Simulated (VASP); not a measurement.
# WSe2 (C2/m) in VASP: notebook

The runs below take WSe2 through single point, with PBE.

Program: VASP 6.6.1. These are calculated values, not measurements. Logs are shortened: lines on timing, memory, paths and dates and some standing lists are left out, and cuts for length are marked.

### 1 The cell of the first run

Symmetry: C2/m, No. 12, monoclinic system. Conventional cell: a = 5.752 Å, b = 3.321 Å, c = 15.287 Å, α = 90.00°, β = 93.60°, γ = 90.00°. W (site symmetry m) has 6 Se at 2.55 Å and 6 W at 3.32 Å within 3.4 Å. Within 3.4 Å of Se (site symmetry m) lie 3 W at 2.55 Å and 7 Se at 3.32 to 3.36 Å. Se (site symmetry m) has 3 W at 2.55 Å and 7 Se at 3.32 to 3.36 Å within 3.4 Å.

### 2 Single point, PBE (the part above a cut slid along it)

Contents of INCAR:

```
SYSTEM = WSe2
ALGO     = Normal         ! electronic algorithm
EDIFF    = 1E-6           ! SCF threshold, eV
ENCUT    = 520            ! plane-wave cutoff, eV
GGA      = PE             ! functional
ISIF     = 2              ! what is computed and relaxed
ISMEAR   = 0              ! smearing method
LASPH    = .TRUE.         ! aspherical terms in the spheres
LCHARG   = .FALSE.        ! write CHGCAR
LREAL    = .FALSE.        ! projectors in reciprocal space
LWAVE    = .FALSE.        ! write WAVECAR
NBANDS   = 35             ! bands
NELM     = 80             ! most SCF steps
PREC     = Accurate       ! precision mode
SIGMA    = 0.05           ! smearing width, eV
```

Contents of KPOINTS:

```
k-points
0
G
  9 9 2
  0 0 0
```

Contents of POSCAR:

```
WSe2
1.0
   -3.3206937274      0.0000000000      0.0000000000
   -1.6603468637     -2.8758051261      0.0000000000
   -4.1507011246     -2.3964084116     15.2573262715
W Se
2 4
Direct
    0.1250083333      0.1250083333      0.2500000000
    0.0416916667      0.0416916667      0.7500000000
   -0.1999952689     -0.1999952689      0.6400199235
    0.5499880644      0.5499880644      0.1400199235
   -0.3832880644     -0.3832880644      0.8599800765
    0.3666952689      0.3666952689      0.3599800765
```

Potentials or basis: VASP PAW PBE potentials, release 64 (W_sv, Se).

The run is started by

```console
$ cat potpaw_PBE.64/W_sv/POTCAR potpaw_PBE.64/Se/POTCAR > POTCAR
$ mpirun -np 1 vasp_std > vasp.out
```

OUTCAR:

```text
SYSTEM = WSe2
   EDIFF = 1E-6
   ENCUT = 520
   GGA = PE
   ISIF = 2
   ISMEAR = 0
   LASPH = .TRUE.
   LREAL = .FALSE.
   NELM = 80
   PREC = Accurate

 ion  position               nearest neighbor table
   1  0.125  0.125  0.250-   4 2.55   4 2.55   6 2.55   6 2.55   6 2.55   4 2.55
   2  0.042  0.042  0.750-   5 2.55   5 2.55   3 2.55   3 2.55   3 2.55   5 2.55
   3  0.800  0.800  0.640-   2 2.55   2 2.55   2 2.55
   4  0.550  0.550  0.140-   1 2.55   1 2.55   1 2.55
   5  0.617  0.617  0.860-   2 2.55   2 2.55   2 2.55
   6  0.367  0.367  0.360-   1 2.55   1 2.55   1 2.55

  LATTYP: Found a base centered monoclinic cell.
 ALAT       =     5.7516102522
 B/A-ratio  =     0.5773502692
 C/A-ratio  =     2.6579378524
 COS(beta)  =    -0.0627177945

  Lattice vectors:

 A1 = (  -3.3206937274,   0.0000000000,   0.0000000000)
 A2 = (  -1.6603468637,  -2.8758051261,   0.0000000000)
 A3 = (   0.8303394665,   0.4793967145,  15.2573262715)

Analysis of symmetry for initial positions (statically):
=====================================================================
 Subroutine PRICEL returns:
 Original cell was already a primitive cell.

 Routine SETGRP: Setting up the symmetry group for a
 base centered monoclinic supercell.

 Subroutine GETGRP returns: Found  4 space group operations
 (whereof  2 operations were pure point group operations)
 out of a pool of  4 trial point group operations.

The static configuration has the point symmetry C_1h.
 The point group associated with its full space group is C_2h.

Analysis of symmetry for dynamics (positions and initial velocities):
=====================================================================
 Subroutine PRICEL returns:
 Original cell was already a primitive cell.

 Routine SETGRP: Setting up the symmetry group for a
 base centered monoclinic supercell.

 Subroutine GETGRP returns: Found  4 space group operations
 (whereof  2 operations were pure point group operations)
 out of a pool of  4 trial point group operations.

The dynamic configuration has the point symmetry C_1h.
 The point group associated with its full space group is C_2h.

 Subroutine INISYM returns: Found  4 space group operations
 (whereof  2 operations are pure point group operations),
 and found     1 'primitive' translations

----------------------------------------------------------------------------------------

                                     Primitive cell

[... 96 lines left out ...]
   ENCUT  =  520.0 eV  38.22 Ry    6.18 a.u.   6.17  6.17 29.74*2*pi/ulx,y,z
   NELM   =     80;   NELMIN=  2; NELMDL= -5     # of ELM steps
   EDIFF  = 0.1E-05   stopping-criterion for ELM
   LREAL  =      F    real-space projection
   EDIFFG = 0.1E-04   stopping-criterion for IOM
   NSW    =      0    number of steps for IOM
   IBRION =     -1    ionic relax: 0-MD 1-quasi-New 2-CG
   NFREE  =      0    steps in history (QN), initial steepest desc. (CG)
   ISIF   =      2    stress and relaxation
   ISYM   =      2    0-nonsym 1-usesym 2-fastsym
   POTIM  = 0.5000    time-step for ionic-motion
   TEBEG  =    0.0;   TEEND  =   0.0 temperature during run
   PSTRESS=    0.0 pullay stress
   NELECT =      52.0000    total number of electrons
   NUPDOWN=      -1.0000    fix difference up-down
   EMIN   =  10.00;   EMAX   =-10.00  energy-range for DOS
   EFERMI =   0.00;   METHOD = LEGACY
   ISMEAR =     0;   SIGMA  =   0.05  broadening in eV -4-tet -1-fermi 0-gaus
   EFERMI_NEDOS =   21; number of points for ismear=-14 and -15
   IALGO  =     38    algorithm
   IMIX   =      4    mixing-type and parameters
     AMIX     =   0.40;   BMIX     =  1.00
     AMIX_MAG =   1.60;   BMIX_MAG =  1.00
  volume/ion in A,a.u.               =      24.28       163.87
  Fermi-wavevector in a.u.,A,eV,Ry     =   1.161236  2.194417 18.347025  1.348468
  Thomas-Fermi vector in A             =   2.297810
   LORBIT       =      0    0 simple, 1 ext, 2 COOP (PROOUT), +10 PAW based schemes
   GGA     = PE    functional components
   LHFCALC =     F    Hartree Fock is set to
   AEXX    =    0.0000 exact exchange contribution
   IVDW    =     0    specifies the selected vdW correction
   LEPSILON=     F    determine dielectric tensor
   LRPA    =     F    only Hartree local field effects (RPA)
 non-spin polarized calculation
 Gauss-broadening in eV      SIGMA  =   0.05
  energy-cutoff  :      520.00
  volume of cell :      145.70
 maximum number of plane-waves:      3946
 NGX is ok and might be reduce to    28
   NGX = 13   NGY = 13   NGZ = 59

 number of electron      51.9999999 magnetization

 Free energy of the ion-electron system (eV)
  ---------------------------------------------------
  ext. energy  EPLUGINS =         0.00000000
  ---------------------------------------------------
  free energy    TOTEN  =       -43.25385334 eV

  energy without entropy =      -43.25385334  energy(sigma->0) =      -43.25385334

 E-fermi :   4.5297     XC(G=0):  -9.5131

 val. band max:        4.1535419551   @ k =  -0.3333   0.3333  -0.0000
 cond. band min:       5.6818283758   @ k =  -0.3333   0.3333   0.5000
 fundamental gap:      1.5282864206
 Fermi energy:         4.5296671964

 k-point     1 :       0.0000    0.0000    0.0000
  band No.  band energies     occupation
      1     -69.9446      2.00000
      2     -69.9446      2.00000
      3     -34.1640      2.00000
      4     -34.1640      2.00000
      5     -34.0620      2.00000
      6     -34.0620      2.00000
[... 901 lines left out ...]
     34       8.4973      0.00000
     35       8.6587      0.00000

 [... further k-points ...]
[... 5 lines left out ...]
  --------------------------------------------------------------------------------------
  -------------------------------------------------------------------------------------
  Total        0.2074127      0.2088503      0.3542297     -0.0012450     -0.0117275     -0.0203127
  in kB        2.2807586      2.2965664      3.8951914     -0.0136900     -0.1289588     -0.2233628
  external PRESSURE =       2.8241721 kB  Pullay stress =       0.0000000 kB

 VOLUME and BASIS-vectors are now :
 -----------------------------------------------------------------------------
  energy-cutoff  :      520.00
  volume of cell :      145.70
      direct lattice vectors                 reciprocal lattice vectors
    -3.320693727  0.000000000  0.000000000    -0.301141894  0.173864354 -0.054616385
    -1.660346864 -2.875805126  0.000000000     0.000000000 -0.347728708 -0.054616385
    -4.150701125 -2.396408412 15.257326272     0.000000000  0.000000000  0.065542283

 POSITION                                       TOTAL-FORCE (eV/Angst)
 -----------------------------------------------------------------------------------
     -1.66035     -0.95860      3.81433        -0.002005     -0.001158      0.001714
     -3.32069     -1.91720     11.44299         0.002005      0.001158     -0.001714
     -6.64139     -3.83441      9.76499        -0.000271     -0.000156     -0.049303
     -3.32069     -1.91720      2.13633        -0.001760     -0.001016     -0.042477
     -6.64139     -3.83441     13.12100         0.001760      0.001016      0.042477
     -3.32069     -1.91720      5.49233         0.000271      0.000156      0.049303
 -----------------------------------------------------------------------------------
    total drift:                                0.000001      0.000001      0.000000

  FREE ENERGIE OF THE ION-ELECTRON SYSTEM (eV)
  ---------------------------------------------------
  free  energy   TOTEN  =       -43.2538533403 eV

  energy  without entropy=      -43.2538533403  energy(sigma->0) =      -43.25385334
```

OSZICAR:

```text
N       E                     dE             d eps       ncg     rms          rms(c)
DAV:   1     0.497377209037E+03    0.49738E+03   -0.27579E+04  3908   0.140E+03
DAV:   2    -0.136889096615E+02   -0.51107E+03   -0.49364E+03  4209   0.374E+02
DAV:   3    -0.445352854399E+02   -0.30846E+02   -0.30377E+02  4352   0.869E+01
DAV:   4    -0.452770757138E+02   -0.74179E+00   -0.73825E+00  4250   0.140E+01
DAV:   5    -0.452903966355E+02   -0.13321E-01   -0.13299E-01  4262   0.200E+00    0.286E+01
DAV:   6    -0.436821834175E+02    0.16082E+01   -0.65276E+00  3944   0.166E+01    0.991E+00
DAV:   7    -0.434298133881E+02    0.25237E+00   -0.28837E+00  3784   0.821E+00    0.552E+00
DAV:   8    -0.432523896346E+02    0.17742E+00   -0.36571E-01  3918   0.421E+00    0.119E+00
DAV:   9    -0.432545338647E+02   -0.21442E-02   -0.62780E-02  4161   0.118E+00    0.856E-01
DAV:  10    -0.432537358571E+02    0.79801E-03   -0.12177E-02  3903   0.754E-01    0.137E-01
DAV:  11    -0.432537757497E+02   -0.39893E-04   -0.15447E-03  3842   0.253E-01    0.150E-01
DAV:  12    -0.432537843712E+02   -0.86214E-05   -0.81780E-05  4170   0.488E-02    0.912E-02
DAV:  13    -0.432538462887E+02   -0.61918E-04   -0.78849E-05  3755   0.473E-02    0.785E-03
DAV:  14    -0.432538525681E+02   -0.62794E-05   -0.99169E-06  3810   0.137E-02    0.825E-03
DAV:  15    -0.432538533403E+02   -0.77215E-06   -0.11595E-06  3022   0.601E-03
   1 F= -.43253853E+02 E0= -.43253853E+02  d E =-.936942E-28
```

Wall time 11 min (1 thread of Intel Xeon 8259CL, shared host); peak memory 0.41 GiB.

Results:

* Free energy: -43.2539 eV
* Pressure: 0.3 GPa
* Largest force: 0.049 eV/Å
* Band gap on the k mesh: 1.53 eV

Forces on the atoms (eV/Å):
```
W   -0.002 -0.001  0.002
W    0.002  0.001 -0.002
Se   0.000  0.000 -0.049
Se  -0.002 -0.001 -0.042
Se   0.002  0.001  0.042
Se   0.000  0.000  0.049
```

Stress tensor (GPa, compression positive):
```
 0.23  0.00 -0.02
 0.00  0.23 -0.01
-0.02 -0.01  0.39
```

Caveat: the cell differs from its parent crystal (the part above a cut slid along it); spin-orbit coupling is left out, which moves the levels of the heavy elements; this functional lacks dispersion, which binds layers or chains, so the pressure and a relaxed spacing across them are unreliable. A k mesh can miss the band edges.

### 3 Single point, PBE (the part above a cut slid along it)

Contents of INCAR:

```
PREC = Accurate
ENCUT = 520
EDIFF = 1E-6
ISMEAR = 0
SIGMA = 0.05
LREAL = False
LASPH = True
NELM = 60
ALGO = Normal
ISIF = 2
LWAVE = False
LCHARG = True
GGA = PE
LELF = True
LVHAR = True
NBANDS = 35
```

Contents of KPOINTS:

```
Automatic mesh
0
Gamma
  9 9 2
```

Contents of POSCAR:

```
WSe2
1.0
   -3.3206937274      0.0000000000      0.0000000000
   -1.6603468637     -2.8758051261      0.0000000000
   -0.4149206812     -0.2395545670     15.2573262715
W Se
2 4
Direct
    0.3125083333      0.3125083333      0.2500000000
    0.6041916667      0.6041916667      0.7500000000
    0.2800196737      0.2800196737      0.6400199235
    0.6550030070      0.6550030070      0.1400199235
    0.2616969930      0.2616969930      0.8599800765
    0.6366803263      0.6366803263      0.3599800765
```

Potentials or basis: VASP PAW PBE potentials, release 64 (W_sv, Se).

The run is started by

```console
$ cat potpaw_PBE.64/W_sv/POTCAR potpaw_PBE.64/Se/POTCAR > POTCAR
$ mpirun -np 1 vasp_std > vasp.out
```

Wall time 11 min (1 thread of Intel Xeon 8259CL, shared host); peak memory 0.41 GiB.

Results (log left out):

```
Free energy            : -43.2557 eV
Pressure               : 0.3 GPa
Largest force          : 0.049 eV/Å
Band gap on the k mesh : 1.53 eV
```

Forces on the atoms (eV/Å):
```
W    0.001  0.000  0.000
W   -0.001  0.000  0.000
Se   0.000  0.000 -0.049
Se   0.001  0.001 -0.048
Se  -0.001 -0.001  0.048
Se   0.000  0.000  0.049
```

Stress tensor (GPa, compression positive):
```
0.23 0.00 0.01
0.00 0.23 0.01
0.01 0.01 0.35
```

Levels at points of the mesh, in eV from the valence-band top:
| k point | band 23 | band 24 | band 25 | band 26 | band 27 | band 28 | band 29 | band 30 |
| --- | --- | --- | --- | --- | --- | --- | --- | --- |
| (0.00, 0.00, 0.00) | -1.25 | -1.25 | -0.55 | -0.10 | 2.87 | 2.88 | 2.88 | 2.88 |
| (0.00, 0.00, 0.50) | -1.25 | -1.25 | -0.27 | -0.27 | 2.87 | 2.87 | 2.88 | 2.88 |

Caveat: the cell differs from its parent crystal (the part above a cut slid along it); spin-orbit coupling is left out, which moves the levels of the heavy elements; this functional lacks dispersion, which binds layers or chains, so the pressure and a relaxed spacing across them are unreliable. A k mesh can miss the band edges.
